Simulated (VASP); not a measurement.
AgCl, 2 atoms in the cell. It takes space group I4/mmm (No. 139, tetragonal). The conventional cell has a = 3.765 Å, b = 3.765 Å, c = 5.990 Å, α = 90.00°, β = 90.00°, γ = 90.00°. Ag (site symmetry 4/mmm) has 6 Cl at 2.66 to 3.00 Å within 3.5 Å. Cl (site symmetry 4/mmm) has 6 Ag at 2.66 to 3.00 Å within 3.5 Å.  This cell differs from its parent crystal: strain -0.040 along x and y, +0.080 along z.

| Property | Result |
| --- | --- |
| Program | VASP 6.6.1 |
| Task | single point |
| Functional | r2SCAN |
| Potentials or basis | VASP PAW PBE potentials, release 64 (Ag, Cl) |
| Cutoff | 550 eV |
| k mesh | 8 × 8 × 8 |
| Occupations | gaussian, width 0.05 eV |
| Spin | no spin polarisation |
| Dipole correction | no |
| Further INCAR settings | ALGO = Normal; EDIFF = 1e-06; NBANDS = 16 |

Potentials or basis: VASP PAW PBE potentials, release 64 (Ag, Cl).

Run with:

```sh
$ cat potpaw_PBE.64/Ag/POTCAR potpaw_PBE.64/Cl/POTCAR > POTCAR
$ cp INCAR.step1 INCAR
$ mpirun -np 1 vasp_std > vasp.out
$ cp INCAR.step2 INCAR
$ mpirun -np 1 vasp_std > vasp.out
```

Hardware: 1 thread of AMD EPYC 9R14 (Zen 4) (shared host).

Q: How long does it take, and how much memory?

A: It took 2.8 min on 1 thread of AMD EPYC 9R14 (Zen 4), on a shared host, peak memory 0.17 GiB. Counts: k points 59.
